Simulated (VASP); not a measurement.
# SiC (l) (F-43m) in VASP: a series of runs

The runs below take SiC (l) through single point, with LDA.

All numbers are computed with VASP 6.6.1; they aren't measurements. Logs are shortened: lines on timing, memory, paths and dates and some standing lists are left out, and cuts for length are marked.

**1. The cell of the first run**

The structure is cubic, space group F-43m (No. 216). The conventional cell has a = 4.354 Å, b = 4.354 Å, c = 4.354 Å, α = 90.00°, β = 90.00°, γ = 90.00°. Si (site symmetry -43m) has 4 C at 1.89 Å within 2.5 Å. C (site symmetry -43m) has 4 Si at 1.89 Å within 2.5 Å.

**2. Single point, LDA**

The input, INCAR:

```
SYSTEM = SiC
PREC = Accurate
ENCUT = 600
EDIFF = 1E-6
ISMEAR = 0
SIGMA = 0.1
LREAL = .False.
LASPH = .True.
NELM = 120
ALGO = Normal
ISIF = 2
LWAVE = .False.
LCHARG = .False.
GGA = CA
NBANDS = 11
GGA_COMPAT = .False.
```

The input, KPOINTS:

```
regular mesh
0
Gamma
  8 8 8
  0 0 0
```

The input, POSCAR:

```
SiC
1.0
    0.0000000000      2.1769966200      2.1769966200
    2.1769966200      0.0000000000      2.1769966200
    2.1769966200      2.1769966200      0.0000000000
Si C
1 1
Direct
    0.0000000000      0.0000000000      0.0000000000
    0.2500000000      0.2500000000      0.2500000000
```

Potentials or basis: VASP PAW LDA potentials, release 64 (Si, C).

Started as:

```console
> cat potpaw_LDA.64/Si/POTCAR potpaw_LDA.64/C/POTCAR > POTCAR
> mpirun -np 1 vasp_std > vasp.out
```

OUTCAR:

```text
SYSTEM = SiC
   PREC = Accurate
   ENCUT = 600
   EDIFF = 1E-6
   ISMEAR = 0
   LREAL = .False.
   LASPH = .True.
   NELM = 120
   ISIF = 2
   GGA = CA

 ion  position               nearest neighbor table
   1  0.000  0.000  0.000-   2 1.89   2 1.89   2 1.89   2 1.89
   2  0.250  0.250  0.250-   1 1.89   1 1.89   1 1.89   1 1.89

  LATTYP: Found a face centered cubic cell.
 ALAT       =     4.3539932400

  Lattice vectors:

 A1 = (   0.0000000000,   2.1769966200,   2.1769966200)
 A2 = (   2.1769966200,   0.0000000000,   2.1769966200)
 A3 = (   2.1769966200,   2.1769966200,   0.0000000000)

Analysis of symmetry for initial positions (statically):
=====================================================================
 Subroutine PRICEL returns:
 Original cell was already a primitive cell.

 Routine SETGRP: Setting up the symmetry group for a
 face centered cubic supercell.

 Subroutine GETGRP returns: Found 24 space group operations
 (whereof 24 operations were pure point group operations)
 out of a pool of 48 trial point group operations.

The static configuration has the point symmetry T_d .

Analysis of symmetry for dynamics (positions and initial velocities):
=====================================================================
 Subroutine PRICEL returns:
 Original cell was already a primitive cell.

 Routine SETGRP: Setting up the symmetry group for a
 face centered cubic supercell.

 Subroutine GETGRP returns: Found 24 space group operations
 (whereof 24 operations were pure point group operations)
 out of a pool of 48 trial point group operations.

The dynamic configuration has the point symmetry T_d .

 Subroutine INISYM returns: Found 24 space group operations
 (whereof 24 operations are pure point group operations),
 and found     1 'primitive' translations

----------------------------------------------------------------------------------------

                                     Primitive cell

  volume of cell :      20.6349

  direct lattice vectors                    reciprocal lattice vectors
     0.000000000  2.176996620  2.176996620    -0.229674220  0.229674220  0.229674220
     2.176996620  0.000000000  2.176996620     0.229674220 -0.229674220  0.229674220
     2.176996620  2.176996620  0.000000000     0.229674220  0.229674220 -0.229674220

  length of vectors
     3.078738145  3.078738145  3.078738145     0.397807418  0.397807418  0.397807418

  position of ions in fractional coordinates (direct lattice)
     0.000000000  0.000000000  0.000000000
     0.250000000  0.250000000  0.250000000

  ion indices of the primitive-cell ions
   primitive index   ion index
                 1           1
                 2           2

----------------------------------------------------------------------------------------

 KPOINTS: regular mesh

Automatic generation of k-mesh.
 Grid dimensions read from file:
 generate k-points for:    8    8    8

 Generating k-lattice:

  Cartesian coordinates                     Fractional coordinates (reciprocal lattice)
    -0.028709277  0.028709277  0.028709277     0.125000000  0.000000000  0.000000000
     0.028709277 -0.028709277  0.028709277     0.000000000  0.125000000  0.000000000
     0.028709277  0.028709277 -0.028709277     0.000000000  0.000000000  0.125000000

  Length of vectors
     0.049725927  0.049725927  0.049725927

  Shift w.r.t. Gamma in fractional coordinates (k-lattice)
     0.000000000  0.000000000  0.000000000

 Subroutine IBZKPT returns following result:
 ===========================================

 Found     29 irreducible k-points:

 Following reciprocal coordinates:
            Coordinates               Weight
  0.000000  0.000000  0.000000      1.000000
  0.125000  0.000000  0.000000      8.000000
  0.250000  0.000000  0.000000      8.000000
  0.375000  0.000000  0.000000      8.000000
  0.500000  0.000000  0.000000      4.000000
  0.125000  0.125000  0.000000      6.000000
[... 16 lines left out ...]
  0.500000  0.250000  0.125000     48.000000
 -0.375000  0.250000  0.125000     24.000000
 [... further k-points ...]
   k-points           NKPTS =     29   k-points in BZ     NKDIM =     29   number of bands    NBANDS=     11
   number of dos      NEDOS =    301   number of ions     NIONS =      2
   total plane-waves  NPLWV =  21952
   dimension x,y,z NGX =    28 NGY =   28 NGZ =   28
   dimension x,y,z NGXF=    56 NGYF=   56 NGZF=   56
   ions per type =               1   1
   NGX,Y,Z   is equivalent  to a cutoff of  15.12, 15.12, 15.12 a.u.
   NGXF,Y,Z  is equivalent  to a cutoff of  30.24, 30.24, 30.24 a.u.
 SYSTEM =  SiC
   PREC   = accura    normal or accurate (medium, high low for compatibility)
   ISTART =      0    job   : 0-new  1-cont  2-samecut
   ICHARG =      2    charge: 1-file 2-atom 10-const
   ISPIN  =      1    spin polarized calculation?
   LNONCOLLINEAR =      F non collinear calculations
   LSORBIT =      F    spin-orbit coupling
   LASPH  =      T    aspherical Exc in radial PAW
   ENCUT  =  600.0 eV  44.10 Ry    6.64 a.u.   6.15  6.15  6.15*2*pi/ulx,y,z
   NELM   =    120;   NELMIN=  2; NELMDL= -5     # of ELM steps
   EDIFF  = 0.1E-05   stopping-criterion for ELM
   LREAL  =      F    real-space projection
   EDIFFG = 0.1E-04   stopping-criterion for IOM
   NSW    =      0    number of steps for IOM
   IBRION =     -1    ionic relax: 0-MD 1-quasi-New 2-CG
   NFREE  =      0    steps in history (QN), initial steepest desc. (CG)
   ISIF   =      2    stress and relaxation
   ISYM   =      2    0-nonsym 1-usesym 2-fastsym
   POTIM  = 0.5000    time-step for ionic-motion
   TEBEG  =    0.0;   TEEND  =   0.0 temperature during run
   PSTRESS=    0.0 pullay stress
   NELECT =       8.0000    total number of electrons
   NUPDOWN=      -1.0000    fix difference up-down
   EMIN   =  10.00;   EMAX   =-10.00  energy-range for DOS
   EFERMI =   0.00;   METHOD = LEGACY
   ISMEAR =     0;   SIGMA  =   0.10  broadening in eV -4-tet -1-fermi 0-gaus
   EFERMI_NEDOS =   21; number of points for ismear=-14 and -15
   IALGO  =     38    algorithm
   IMIX   =      4    mixing-type and parameters
     AMIX     =   0.40;   BMIX     =  1.00
     AMIX_MAG =   1.60;   BMIX_MAG =  1.00
  volume/ion in A,a.u.               =      10.32        69.63
  Fermi-wavevector in a.u.,A,eV,Ry     =   1.193723  2.255810 19.387972  1.424976
  Thomas-Fermi vector in A             =   2.329731
   LORBIT       =      0    0 simple, 1 ext, 2 COOP (PROOUT), +10 PAW based schemes
   GGA     = CA    functional components
   LHFCALC =     F    Hartree Fock is set to
   AEXX    =    0.0000 exact exchange contribution
   IVDW    =     0    specifies the selected vdW correction
   LEPSILON=     F    determine dielectric tensor
   LRPA    =     F    only Hartree local field effects (RPA)
 non-spin polarized calculation
 Gauss-broadening in eV      SIGMA  =   0.10
  energy-cutoff  :      600.00
  volume of cell :       20.63
 maximum number of plane-waves:       701
 NGX is ok and might be reduce to    28
   NGX = 13   NGY = 13   NGZ = 13

 number of electron       8.0000000 magnetization

 Free energy of the ion-electron system (eV)
  ---------------------------------------------------
  ext. energy  EPLUGINS =         0.00000000
  ---------------------------------------------------
  free energy    TOTEN  =       -16.64020572 eV

  energy without entropy =      -16.64020572  energy(sigma->0) =      -16.64020572

 E-fermi :   8.5093     XC(G=0): -11.5682

 val. band max:        8.0931165192   @ k =   0.0000   0.0000   0.0000
 cond. band min:       9.3950493785   @ k =   0.5000   0.5000   0.0000
 fundamental gap:      1.3019328592
 Fermi energy:         8.5092725923

 k-point     1 :       0.0000    0.0000    0.0000
  band No.  band energies     occupation
      1      -7.2444      2.00000
      2       8.0931      2.00000
      3       8.0931      2.00000
      4       8.0931      2.00000
      5      14.4167      0.00000
      6      15.3037      0.00000
      7      15.3037      0.00000
      8      15.3037      0.00000
      9      22.5687      0.00000
     10      22.5687      0.00000
     11      24.3059      0.00000

 k-point     2 :       0.1250    0.0000    0.0000
  band No.  band energies     occupation
      1      -6.9380      2.00000
      2       6.6222      2.00000
      3       7.8910      2.00000
      4       7.8910      2.00000
      5      14.5739      0.00000
      6      15.6543      0.00000
      7      15.6543      0.00000
      8      15.8750      0.00000
      9      21.3288      0.00000
     10      21.3288      0.00000
     11      23.9648      0.00000

 k-point     3 :       0.2500    0.0000    0.0000
  band No.  band energies     occupation
      1      -6.0405      2.00000
      2       3.8175      2.00000
      3       7.4845      2.00000
      4       7.4845      2.00000
      5      14.0594      0.00000
      6      15.9067      0.00000
      7      15.9067      0.00000
      8      17.3700      0.00000
      9      21.1442      0.00000
     10      21.1442      0.00000
     11      23.0693      0.00000

 k-point     4 :       0.3750    0.0000    0.0000
  band No.  band energies     occupation
      1      -4.6677      2.00000
      2       1.0634      2.00000
      3       7.1570      2.00000
      4       7.1570      2.00000
      5      13.6482      0.00000
      6      15.4850      0.00000
      7      15.4850      0.00000
      8      18.0021      0.00000
      9      23.1055      0.00000
     10      23.1055      0.00000
     11      23.4347      0.00000
[... 239 lines left out ...]
 k-point    22 :       0.3750    0.2500    0.1250
  band No.  band energies     occupation
      1      -5.2597      2.00000
      2       3.6477      2.00000
      3       5.2146      2.00000
      4       6.8156      2.00000
      5      13.3805      0.00000
      6      15.6420      0.00000
      7      16.4880      0.00000
      8      18.0556      0.00000
      9      20.2460      0.00000
     10      23.9690      0.00000
     11      27.4159      0.00000

 k-point    23 :       0.5000    0.2500    0.1250
  band No.  band energies     occupation
      1      -3.9375      2.00000
      2       1.5931      2.00000
      3       4.4844      2.00000
      4       6.1595      2.00000
      5      13.3181      0.00000
      6      15.6172      0.00000
      7      17.1970      0.00000
      8      18.4448      0.00000
      9      21.3486      0.00000
     10      24.4404      0.00000
     11      27.2970      0.00000

 k-point    24 :      -0.3750    0.2500    0.1250
  band No.  band energies     occupation
      1      -2.9557      2.00000
      2       0.2369      2.00000
      3       4.3791      2.00000
      4       5.8190      2.00000
      5      13.2580      0.00000
      6      15.3063      0.00000
      7      18.1431      0.00000
      8      18.9764      0.00000
      9      21.3774      0.00000
     10      24.1966      0.00000
     11      27.2590      0.00000

 [... further k-points ...]

------------------------ aborting loop because EDIFF is reached ----------------------------------------

  FORCE on cell =-STRESS in cart. coord.  units (eV):
  Direction    XX          YY          ZZ          XY          YZ          ZX
  --------------------------------------------------------------------------------------
  -------------------------------------------------------------------------------------
  Total       -0.4611423     -0.4611423     -0.4611423     -0.0000000     -0.0000000     -0.0000000
  in kB      -35.8048853    -35.8048853    -35.8048853     -0.0000000     -0.0000000     -0.0000000
  external PRESSURE =     -35.8048853 kB  Pullay stress =       0.0000000 kB

 VOLUME and BASIS-vectors are now :
 -----------------------------------------------------------------------------
  energy-cutoff  :      600.00
  volume of cell :       20.63
      direct lattice vectors                 reciprocal lattice vectors
     0.000000000  2.176996620  2.176996620    -0.229674220  0.229674220  0.229674220
     2.176996620  0.000000000  2.176996620     0.229674220 -0.229674220  0.229674220
     2.176996620  2.176996620  0.000000000     0.229674220  0.229674220 -0.229674220

 POSITION                                       TOTAL-FORCE (eV/Angst)
 -----------------------------------------------------------------------------------
      0.00000      0.00000      0.00000        -0.000000     -0.000000     -0.000000
      1.08850      1.08850      1.08850         0.000000      0.000000      0.000000
 -----------------------------------------------------------------------------------
    total drift:                               -0.000000     -0.000000     -0.000000

  FREE ENERGIE OF THE ION-ELECTRON SYSTEM (eV)
  ---------------------------------------------------
  free  energy   TOTEN  =       -16.6402057185 eV

  energy  without entropy=      -16.6402057185  energy(sigma->0) =      -16.64020572
```

It took 3.9 s on 1 thread of Intel Xeon 6975P-C (Granite Rapids), shared host; peak memory 0.13 GiB.

What came out:

```yaml
Free_energy: -16.6402 eV
Pressure: -3.6 GPa
Band_gap_on_the_k_mesh: 1.30 eV, indirect (least direct gap 4.50 eV)
```

A k mesh can miss the band edges. As with any semilocal functional, this LDA gap is likely too small.

**3. Single point, LDA**

This run uses another cell than the first one, of 10.14 Å³/atom, 0.983 times its volume.

The input, INCAR:

```
PREC     = Accurate       # precision mode
ENCUT    = 600            # plane-wave cutoff, eV
EDIFF    = 1E-6           # SCF threshold, eV
ISMEAR   = 0              # smearing method
SIGMA    = 0.02           # smearing width, eV
LREAL    = F              # projectors in reciprocal space
LASPH    = T              # aspherical terms in the spheres
NELM     = 120            # most SCF steps
ALGO     = Normal         # electronic algorithm
ISIF     = 2              # what is computed and relaxed
LWAVE    = F              # write WAVECAR
LCHARG   = F              # write CHGCAR
NBANDS   = 11             # bands
GGA_COMPAT= F
```

The input, KPOINTS:

```
regular mesh
0
Gamma
  10 10 10
```

The input, POSCAR:

```
SiC
1.0
    0.0000000000      2.1644839321      2.1644839321
    2.1644839321      0.0000000000      2.1644839321
    2.1644839321      2.1644839321      0.0000000000
Si C
1 1
Direct
    0.0000000000      0.0000000000      0.0000000000
    0.2500000000      0.2500000000      0.2500000000
```

Potentials or basis: VASP PAW LDA potentials, release 64 (Si, C).

Started as:

```console
> cat potpaw_LDA.64/Si/POTCAR potpaw_LDA.64/C/POTCAR > POTCAR
> mpirun -np 1 vasp_std > vasp.out
```

Run time: 3.1 s. Hardware: 1 thread of Intel Xeon 6975P-C (Granite Rapids), shared host; peak memory 0.12 GiB.

It converged, with:

| Property | Result |
| --- | --- |
| Free energy | -16.6446 eV |
| Pressure | 0.3 GPa |
| Band gap on the k mesh | 1.29 eV, indirect (least direct gap 4.52 eV) |

Levels at points of the mesh, in eV from the valence-band top:
```
           k point  band 2  band 3  band 4  band 5  band 6  band 7
(0.00, 0.00, 0.00)    0.00    0.00    0.00    6.53    7.33    7.33
(0.50, 0.00, 0.00)   -8.67   -1.06   -1.06    5.57    7.21    7.21
(0.50, 0.50, 0.00)   -7.88   -3.23   -3.23    1.29    4.26   14.06
```

**4. Single point, LDA**

This run uses another cell than the first one, of 10.14 Å³/atom, 0.983 times its volume.

The input, INCAR:

```
SYSTEM = SiC
PREC = Accurate
ENCUT = 600
EDIFF = 1E-6
ISMEAR = 0
SIGMA = 0.02
LREAL = .FALSE.
LASPH = .TRUE.
NELM = 120
ALGO = Normal
ISIF = 2
LWAVE = .FALSE.
LCHARG = .TRUE.
LELF = .TRUE.
LVHAR = .TRUE.
NBANDS = 11
GGA_COMPAT = .FALSE.
```

The input, KPOINTS:

```
Automatic mesh
0
G
  12 12 12
  0 0 0
```

POSCAR is that of step 3.

Started as:

```console
> cat potpaw_LDA.64/Si/POTCAR potpaw_LDA.64/C/POTCAR > POTCAR
> mpirun -np 1 vasp_std > vasp.out
```

Wall time 4.7 s (1 thread of Intel Xeon 6975P-C (Granite Rapids), shared host); peak memory 0.13 GiB.

The run converged. Its results:

* Free energy: -16.6448 eV
* Pressure: 0.3 GPa
* Band gap on the k mesh: 1.29 eV, indirect (least direct gap 4.52 eV)

Levels at points of the mesh, in eV from the valence-band top:
```
           k point  band 1  band 2  band 3  band 4  band 5  band 6  band 7  band 8
(0.00, 0.00, 0.00)  -15.47    0.00    0.00    0.00    6.53    7.33    7.33    7.33
(0.50, 0.00, 0.00)  -11.78   -8.67   -1.06   -1.06    5.57    7.21    7.21   10.03
(0.50, 0.50, 0.00)  -10.28   -7.88   -3.23   -3.23    1.29    4.26   14.06   14.06
```

**5. The runs side by side**

```tsv
cell	k mesh	smearing	gap on the mesh (eV)	pressure (GPa)
a = 3.079 Å, angles 60.0°, 2 atoms	8 × 8 × 8	gaussian 0.1 eV	1.30	-3.6
a = 3.061 Å, angles 60.0°, 2 atoms	10 × 10 × 10	gaussian 0.02 eV	1.29	0.3
a = 3.061 Å, angles 60.0°, 2 atoms	12 × 12 × 12	gaussian 0.02 eV	1.29	0.3
```

Alike in all rows: task single point; level LDA; potentials or basis VASP PAW LDA potentials, release 64 (Si, C); no spin polarisation; cutoff (eV) 600.

Absolute energies hang on the potentials; compare differences alone.
